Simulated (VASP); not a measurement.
PbO:

```xyz
4
Lattice="3.9900 0.0000 0.0000 0.0000 3.9900 0.0000 0.0000 0.0000 5.0100" Properties=species:S:1:pos:R:3 pbc="T T T"
Pb    1.9950    0.0000    3.8076
Pb    0.0000    1.9950    1.2024
O     1.9950    1.9950    0.0000
O     0.0000    0.0000    0.0000
```

Program: VASP 6.6.1. Alike in all runs: task single point; potentials or basis VASP PAW PBE potentials, release 64 (Pb_d, O); no spin polarisation; cell as given.

Problem. Order these runs on this cell by their pressure, lowest first.
A. level PBE-based screened hybrid with 10 % exact exchange; k mesh 4 × 4 × 3; cutoff (eV) 520; smearing fermi-dirac 0.05 eV; grid for exact exchange (PRECFOCK) Normal; share of exact exchange 0.1; screening parameter 0.20787 1/Å
B. level SVWN5; k mesh 7 × 7 × 6; cutoff (eV) 600; smearing fermi-dirac 0.05 eV
C. level BLYP; k mesh 7 × 7 × 6; cutoff (eV) 600; smearing fermi-dirac 0.05 eV
D. level PBE; k mesh 7 × 7 × 6; cutoff (eV) 600; smearing gaussian 0.012 eV

Solution. B (-3.6 GPa), A (1.5 GPa), D (3.0 GPa), C (7.0 GPa).

Caveats: the PAW data sets were made with another functional, which shifts forces and pressure a little (at least some runs); the cell stands under pressure (at least some runs); the cell stands under tension (at least some runs).
